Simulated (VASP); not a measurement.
PbSe: single point with PBEsol

The system is PbSe.

```
Pb Se
1.0
     5.28117    0.00000    0.00000
     0.00000    5.28117    0.00000
     0.00000    0.00000    4.09678
Pb Se
2 2
Cartesian
  2.6406 0.0000 1.3535
  0.0000 2.6406 2.7432
  0.0000 0.0000 0.0000
  2.6406 2.6406 0.0000
```

This cell differs from its parent crystal: volume scaled by 1.040.

```json
{
 "Program": "VASP 6.6.1",
 "Task": "single point",
 "Functional": "PBEsol",
 "Potentials or basis": "VASP PAW PBE potentials, release 64 (Pb_d, Se)",
 "Cutoff": "520 eV",
 "k mesh": "6 × 6 × 8",
 "Occupations": "gaussian, width 0.05 eV",
 "Spin": "no spin polarisation"
}
```

| Quantity | Value |
| --- | --- |
| Pressure | -1.0 GPa |
| Largest force | 0.009 eV/Å |
| Band gap on the k mesh | 0.26 eV, indirect (least direct gap 0.71 eV) |

Forces in eV/Å, atoms in the order of the input:
```
Pb   0.000  0.000  0.009
Pb   0.000  0.000 -0.009
Se   0.000  0.000  0.000
Se   0.000  0.000  0.000
```

Levels at points of the mesh, in eV from the valence-band top:
```
           k point  band 17  band 18  band 19  band 20  band 21  band 22  band 23  band 24
(0.00, 0.00, 0.00)    -1.41    -1.41    -1.14    -0.23     2.13     4.28     4.61     4.61
(0.50, 0.00, 0.00)    -1.27    -1.27    -0.40    -0.40     1.90     1.90     4.70     4.70
(0.50, 0.50, 0.00)    -0.57    -0.57    -0.13    -0.13     0.68     0.68     3.36     3.36
(0.00, 0.00, 0.50)    -1.80    -1.45    -1.17    -1.17     0.68     0.93     0.93     0.96
(0.50, 0.00, 0.50)    -2.29    -2.29    -1.37    -1.37     2.13     2.13     2.76     2.76
(0.50, 0.50, 0.50)    -3.47    -3.47     0.00     0.00     4.11     4.11     4.23     4.23
```

It took 84 s on 1 thread of Intel(R) Xeon(R) Platinum 8375C CPU @ 2.90GHz (Ice Lake) (shared host), peak memory 0.29 GiB.

Caveat: the PAW data sets were made with another functional, which shifts forces and pressure a little; spin-orbit coupling is left out, which moves the levels of the heavy elements. A k mesh can miss the band edges.
